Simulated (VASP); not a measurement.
# Be (Pm-3m) in VASP: further runs

The runs below take Be through single point, relaxation of cell and atoms, with PBEsol.

Program: VASP 6.6.1. These are calculated values, not measurements. Logs are shortened: lines on timing, memory, paths and dates and some standing lists are left out, and cuts for length are marked.

## (1) The cell of the first run

The structure is cubic, space group Pm-3m (No. 221). Conventional cell: a = 1.747 Å, b = 1.747 Å, c = 1.747 Å, α = 90.00°, β = 90.00°, γ = 90.00°. Be (site symmetry m-3m) has 6 Be at 1.75 Å within 2.3 Å.

This isn't the form of Be at room conditions, which is hcp.

## (2) Single point, PBEsol

File INCAR:

```
  ALGO = Normal
  EDIFF = 1E-6
  ENCUT = 520
  GGA = PS
  ISIF = 2
  ISMEAR = -1
  LASPH = True
  LCHARG = False
  LREAL = False
  LWAVE = False
  NBANDS = 7
  NELM = 100
  PREC = Accurate
  SIGMA = 0.05
```

File KPOINTS:

```
k-points
0
Gamma
  22 22 22
```

File POSCAR:

```
Be
1.0
    1.7473735114      0.0000000000      0.0000000000
    0.0000000000      1.7473735114      0.0000000000
    0.0000000000      0.0000000000      1.7473735114
Be
1
Direct
    0.0000000000      0.0000000000      0.0000000000
```

Potentials or basis: VASP PAW PBE potentials, release 64 (Be).

Command:

```sh
> cat potpaw_PBE.64/Be/POTCAR > POTCAR
> mpirun -np 1 vasp_std > vasp.out
```

OUTCAR:

```text
EDIFF = 1E-6
   ENCUT = 520
   GGA = PS
   ISIF = 2
   ISMEAR = -1
   LASPH = True
   LREAL = False
   NELM = 100
   PREC = Accurate

 ion  position               nearest neighbor table
   1  0.000  0.000  0.000-

  LATTYP: Found a simple cubic cell.
 ALAT       =     1.7473735114

  Lattice vectors:

 A1 = (   1.7473735114,   0.0000000000,   0.0000000000)
 A2 = (   0.0000000000,   1.7473735114,   0.0000000000)
 A3 = (   0.0000000000,   0.0000000000,   1.7473735114)

Analysis of symmetry for initial positions (statically):
=====================================================================
 Subroutine PRICEL returns:
 Original cell was already a primitive cell.

 Routine SETGRP: Setting up the symmetry group for a
 simple cubic supercell.

 Subroutine GETGRP returns: Found 48 space group operations
 (whereof 48 operations were pure point group operations)
 out of a pool of 48 trial point group operations.

The static configuration has the point symmetry O_h .

Analysis of symmetry for dynamics (positions and initial velocities):
=====================================================================
 Subroutine PRICEL returns:
 Original cell was already a primitive cell.

 Routine SETGRP: Setting up the symmetry group for a
 simple cubic supercell.

 Subroutine GETGRP returns: Found 48 space group operations
 (whereof 48 operations were pure point group operations)
 out of a pool of 48 trial point group operations.

The dynamic configuration has the point symmetry O_h .

 Subroutine INISYM returns: Found 48 space group operations
 (whereof 48 operations are pure point group operations),
 and found     1 'primitive' translations

----------------------------------------------------------------------------------------

                                     Primitive cell

  volume of cell :       5.3353

  direct lattice vectors                    reciprocal lattice vectors
     1.747373511  0.000000000  0.000000000     0.572287489  0.000000000  0.000000000
     0.000000000  1.747373511  0.000000000     0.000000000  0.572287489  0.000000000
     0.000000000  0.000000000  1.747373511     0.000000000  0.000000000  0.572287489

  length of vectors
     1.747373511  1.747373511  1.747373511     0.572287489  0.572287489  0.572287489

  position of ions in fractional coordinates (direct lattice)
     0.000000000  0.000000000  0.000000000

  ion indices of the primitive-cell ions
   primitive index   ion index
                 1           1

----------------------------------------------------------------------------------------

 KPOINTS: k-points

Automatic generation of k-mesh.
 Grid dimensions read from file:
 generate k-points for:   22   22   22

 Generating k-lattice:

  Cartesian coordinates                     Fractional coordinates (reciprocal lattice)
     0.026013068  0.000000000  0.000000000     0.045454545  0.000000000  0.000000000
     0.000000000  0.026013068  0.000000000     0.000000000  0.045454545  0.000000000
     0.000000000  0.000000000  0.026013068     0.000000000  0.000000000  0.045454545

  Length of vectors
     0.026013068  0.026013068  0.026013068

  Shift w.r.t. Gamma in fractional coordinates (k-lattice)
     0.000000000  0.000000000  0.000000000

 Subroutine IBZKPT returns following result:
 ===========================================

 Found    364 irreducible k-points:

 Following reciprocal coordinates:
            Coordinates               Weight
  0.000000  0.000000  0.000000      1.000000
  0.045455  0.000000  0.000000      6.000000
  0.090909  0.000000  0.000000      6.000000
  0.136364  0.000000  0.000000      6.000000
  0.181818  0.000000  0.000000      6.000000
  0.227273  0.000000  0.000000      6.000000
[... 16 lines left out ...]
  0.500000  0.045455  0.000000     12.000000
  0.090909  0.090909  0.000000     12.000000
 [... further k-points ...]
   k-points           NKPTS =    364   k-points in BZ     NKDIM =    364   number of bands    NBANDS=      7
   number of dos      NEDOS =    301   number of ions     NIONS =      1
   total plane-waves  NPLWV =   2744
   dimension x,y,z NGX =    14 NGY =   14 NGZ =   14
   dimension x,y,z NGXF=    28 NGYF=   28 NGZF=   28
   ions per type =               1
   NGX,Y,Z   is equivalent  to a cutoff of  13.32, 13.32, 13.32 a.u.
   NGXF,Y,Z  is equivalent  to a cutoff of  26.64, 26.64, 26.64 a.u.
 SYSTEM =  unknown system
   PREC   = accura    normal or accurate (medium, high low for compatibility)
   ISTART =      0    job   : 0-new  1-cont  2-samecut
   ICHARG =      2    charge: 1-file 2-atom 10-const
   ISPIN  =      1    spin polarized calculation?
   LNONCOLLINEAR =      F non collinear calculations
   LSORBIT =      F    spin-orbit coupling
   LASPH  =      T    aspherical Exc in radial PAW
   ENCUT  =  520.0 eV  38.22 Ry    6.18 a.u.   3.25  3.25  3.25*2*pi/ulx,y,z
   NELM   =    100;   NELMIN=  2; NELMDL= -5     # of ELM steps
   EDIFF  = 0.1E-05   stopping-criterion for ELM
   LREAL  =      F    real-space projection
   EDIFFG = 0.1E-04   stopping-criterion for IOM
   NSW    =      0    number of steps for IOM
   IBRION =     -1    ionic relax: 0-MD 1-quasi-New 2-CG
   NFREE  =      0    steps in history (QN), initial steepest desc. (CG)
   ISIF   =      2    stress and relaxation
   ISYM   =      2    0-nonsym 1-usesym 2-fastsym
   POTIM  = 0.5000    time-step for ionic-motion
   TEBEG  =    0.0;   TEEND  =   0.0 temperature during run
   PSTRESS=    0.0 pullay stress
   NELECT =       2.0000    total number of electrons
   NUPDOWN=      -1.0000    fix difference up-down
   EMIN   =  10.00;   EMAX   =-10.00  energy-range for DOS
   EFERMI =   0.00;   METHOD = LEGACY
   ISMEAR =    -1;   SIGMA  =   0.05  broadening in eV -4-tet -1-fermi 0-gaus
   EFERMI_NEDOS =   21; number of points for ismear=-14 and -15
   IALGO  =     38    algorithm
   IMIX   =      4    mixing-type and parameters
     AMIX     =   0.40;   BMIX     =  1.00
     AMIX_MAG =   1.60;   BMIX_MAG =  1.00
  volume/ion in A,a.u.               =       5.34        36.00
  Fermi-wavevector in a.u.,A,eV,Ry     =   1.180409  2.230649 18.957879  1.393365
  Thomas-Fermi vector in A             =   2.316702
   LORBIT       =      0    0 simple, 1 ext, 2 COOP (PROOUT), +10 PAW based schemes
   GGA     = PS    functional components
   LHFCALC =     F    Hartree Fock is set to
   AEXX    =    0.0000 exact exchange contribution
   IVDW    =     0    specifies the selected vdW correction
   LEPSILON=     F    determine dielectric tensor
   LRPA    =     F    only Hartree local field effects (RPA)
 non-spin polarized calculation
  energy-cutoff  :      520.00
  volume of cell :        5.34
 maximum number of plane-waves:       152
 NGX is ok and might be reduce to    14
   NGX =  7   NGY =  7   NGZ =  7

 number of electron       2.0000000 magnetization

 Free energy of the ion-electron system (eV)
  ---------------------------------------------------
  ext. energy  EPLUGINS =         0.00000000
  ---------------------------------------------------
  free energy    TOTEN  =        -1.63365658 eV

  energy without entropy =       -1.63034649  energy(sigma->0) =       -1.63200153

 E-fermi :  11.4913     XC(G=0): -11.9765

 val. band max:       11.4805744099   @ k =   0.5000   0.2273   0.1364
 cond. band min:      11.5095248163   @ k =   0.5000   0.3182   0.0909
 fundamental gap:      0.0289504064
 Fermi energy:        11.4912670296

 k-point     1 :       0.0000    0.0000    0.0000
  band No.  band energies     occupation
      1      -2.6944      2.00000
      2      32.4137      0.00000
      3      32.4137      0.00000
      4      32.4137      0.00000
      5      39.1378      0.00000
      6      39.1378      0.00000
      7      56.9026      0.00000

 k-point     2 :       0.0455    0.0000    0.0000
  band No.  band energies     occupation
      1      -2.6321      2.00000
      2      30.9578      0.00000
      3      32.4999      0.00000
      4      32.4999      0.00000
      5      39.2365      0.00000
      6      40.7647      0.00000
      7      56.7249      0.00000

 k-point     3 :       0.0909    0.0000    0.0000
  band No.  band energies     occupation
      1      -2.4459      2.00000
      2      28.2452      0.00000
      3      32.7573      0.00000
      4      32.7573      0.00000
      5      39.5322      0.00000
      6      43.9683      0.00000
      7      56.2377      0.00000

 k-point     4 :       0.1364    0.0000    0.0000
  band No.  band energies     occupation
      1      -2.1378      2.00000
      2      25.3916      0.00000
      3      33.1819      0.00000
      4      33.1819      0.00000
      5      40.0238      0.00000
      6      47.5279      0.00000
      7      55.6087      0.00000

 k-point     5 :       0.1818    0.0000    0.0000
  band No.  band energies     occupation
      1      -1.7120      2.00000
      2      22.6391      0.00000
      3      33.7659      0.00000
      4      33.7659      0.00000
      5      40.7095      0.00000
      6      50.6893      0.00000
      7      55.4219      0.00000
[... 161 lines left out ...]
 k-point    22 :       0.4545    0.0455    0.0000
  band No.  band energies     occupation
      1       2.2959      2.00000
      2      11.1736      1.99653
      3      38.0089      0.00000
      4      38.8963      0.00000
      5      47.0195      0.00000
      6      48.9924      0.00000
      7      52.7968      0.00000

 k-point    23 :       0.5000    0.0455    0.0000
  band No.  band energies     occupation
      1       2.5161      2.00000
      2      10.7969      2.00000
      3      38.2996      0.00000
      4      39.1448      0.00000
      5      46.7547      0.00000
      6      49.6598      0.00000
      7      52.1848      0.00000

 k-point    24 :       0.0909    0.0909    0.0000
  band No.  band energies     occupation
      1      -2.1926      2.00000
      2      27.1760      0.00000
      3      30.3473      0.00000
      4      33.1003      0.00000
      5      42.5051      0.00000
      6      45.8724      0.00000
      7      55.3821      0.00000

 [... further k-points ...]

------------------------ aborting loop because EDIFF is reached ----------------------------------------

  FORCE on cell =-STRESS in cart. coord.  units (eV):
  Direction    XX          YY          ZZ          XY          YZ          ZX
  --------------------------------------------------------------------------------------
  -------------------------------------------------------------------------------------
  Total        4.7036036      4.7036036      4.7036036      0.0000000      0.0000000      0.0000000
  in kB     1412.4856721   1412.4856721   1412.4856721      0.0000000      0.0000000      0.0000000
  external PRESSURE =    1412.4856721 kB  Pullay stress =       0.0000000 kB

 VOLUME and BASIS-vectors are now :
 -----------------------------------------------------------------------------
  energy-cutoff  :      520.00
  volume of cell :        5.34
      direct lattice vectors                 reciprocal lattice vectors
     1.747373511  0.000000000  0.000000000     0.572287489  0.000000000  0.000000000
     0.000000000  1.747373511  0.000000000     0.000000000  0.572287489  0.000000000
     0.000000000  0.000000000  1.747373511     0.000000000  0.000000000  0.572287489

 POSITION                                       TOTAL-FORCE (eV/Angst)
 -----------------------------------------------------------------------------------
      0.00000      0.00000      0.00000         0.000000      0.000000      0.000000
 -----------------------------------------------------------------------------------
    total drift:                               -0.000000     -0.000000     -0.000000

  FREE ENERGIE OF THE ION-ELECTRON SYSTEM (eV)
  ---------------------------------------------------
  free  energy   TOTEN  =        -1.6336565778 eV

  energy  without entropy=       -1.6303464905  energy(sigma->0) =       -1.63200153
```

It took 7.7 s on 1 thread of Intel Xeon 8259CL, shared host; peak memory 0.12 GiB.

What came out:

| Quantity | Value |
| --- | --- |
| Free energy | -1.6337 eV |
| Pressure | 141.2 GPa |
| Band gap on the k mesh | zero (bands 1 and 2 overlap by 8.64 eV) |

Caveat: the cell stands under pressure; the PAW data sets were made with another functional, which shifts forces and pressure a little.

(Part 1 of 2 ends here.)
